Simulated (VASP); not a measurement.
Wanted: the native input for a VASP 6.6.1 run.

```yaml
Task: single point
Functional: LDA
Potentials_or_basis: VASP PAW LDA potentials, release 64 (Bi_d, Te)
Cutoff: 520 eV
k_mesh: 7 × 7 × 7
Occupations: fermi-dirac, width 0.05 eV
Spin: no spin polarisation
Dipole_correction: no
Further_INCAR_settings: ALGO = Normal; EDIFF = 1e-06; NBANDS = 32
```

The structure of Bi2Te3 (Tellurobismuthite) lies in POSCAR:

```
Bi2Te3
1.0
    2.2360109196      1.2909615063     10.3650440818
   -2.2360109196      1.2909615063     10.3650440818
    0.0000000000     -2.5819230127     10.3650440818
Bi Te
2 3
Direct
    0.6000000000      0.6000000000      0.6000000000
    0.4000000000      0.4000000000      0.4000000000
    0.7905000000      0.7905000000      0.7905000000
    0.2095000000      0.2095000000      0.2095000000
    0.0000000000      0.0000000000      0.0000000000
```

This cell differs from its parent crystal: volume scaled by 1.06.

These files were run (other wordings do the same):

INCAR

```
ALGO = Normal
EDIFF = 1E-6
ENCUT = 520
ISIF = 2
ISMEAR = -1
LASPH = T
LCHARG = F
LREAL = F
LWAVE = F
NBANDS = 32
NELM = 80
PREC = Accurate
SIGMA = 0.05
```

KPOINTS

```
k-points
0
Gamma
  7 7 7
```

Potentials or basis: VASP PAW LDA potentials, release 64 (Bi_d, Te).

Run with:

```bash
$ cat potpaw_LDA.64/Bi_d/POTCAR potpaw_LDA.64/Te/POTCAR > POTCAR
$ mpirun -np 1 vasp_std > vasp.out
```

It gave:

| Property | Result |
| --- | --- |
| Pressure | -4.2 GPa |
| Largest force | 0.478 eV/Å |
| Band gap on the k mesh | 0.23 eV, direct |

Caveat: spin-orbit coupling is left out, which moves the levels of the heavy elements.

Wall time 12 min on 1 thread of Intel(R) Xeon(R) Platinum 8488C (Sapphire Rapids), with other jobs on the host, peak memory 0.7 GiB.
